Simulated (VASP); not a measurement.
## K: single point with r2SCAN

The system is K.

```
K
1.0
     4.78413    0.00000    0.00000
     0.00000    4.78413    0.00000
     0.00000    0.00000    3.49911
K
1
Direct
  0.00000 0.00000 0.00000
```

- Program: VASP 6.6.1
- Task: single point
- Functional: r2SCAN
- Potentials or basis: VASP PAW PBE potentials, release 64 (K_sv)
- Cutoff: 520 eV
- k mesh: 12 × 12 × 12
- Occupations: gaussian, width 0.15 eV
- Spin: no spin polarisation

The pressure is 0.3 GPa and the band gap on the k mesh is zero (an odd number of electrons rules out a gap without spin polarisation).

Stress tensor (GPa, compression positive):
```
-0.87  0.00  0.00
 0.00 -0.87  0.00
 0.00  0.00  2.50
```

Levels at points of the mesh, in eV from the Fermi level:
| k point | band 1 | band 2 | band 3 | band 4 | band 5 | band 6 | band 7 | band 8 | band 9 |
| --- | --- | --- | --- | --- | --- | --- | --- | --- | --- |
| (0.00, 0.00, 0.00) | -34.22 | -16.86 | -16.86 | -16.76 | -2.20 | 2.46 | 2.99 | 5.25 | 5.25 |
| (0.50, 0.00, 0.00) | -34.22 | -16.89 | -16.86 | -16.76 | -0.40 | -0.28 | 3.24 | 4.19 | 5.99 |
| (0.50, 0.50, 0.00) | -34.22 | -16.89 | -16.89 | -16.76 | 0.89 | 1.38 | 1.38 | 1.57 | 5.70 |
| (0.00, 0.00, 0.50) | -34.17 | -17.25 | -16.80 | -16.80 | 1.15 | 1.28 | 3.81 | 3.81 | 4.29 |
| (0.50, 0.00, 0.50) | -34.17 | -17.24 | -16.83 | -16.80 | 1.39 | 2.94 | 3.05 | 3.25 | 4.08 |
| (0.50, 0.50, 0.50) | -34.17 | -17.24 | -16.83 | -16.83 | 2.12 | 2.12 | 3.51 | 4.93 | 5.02 |

It took 8.8 min on 1 thread of Intel Xeon 8259CL (shared host), peak memory 0.3 GiB.

Caveat: the PAW data sets were made with another functional, which shifts forces and pressure a little.
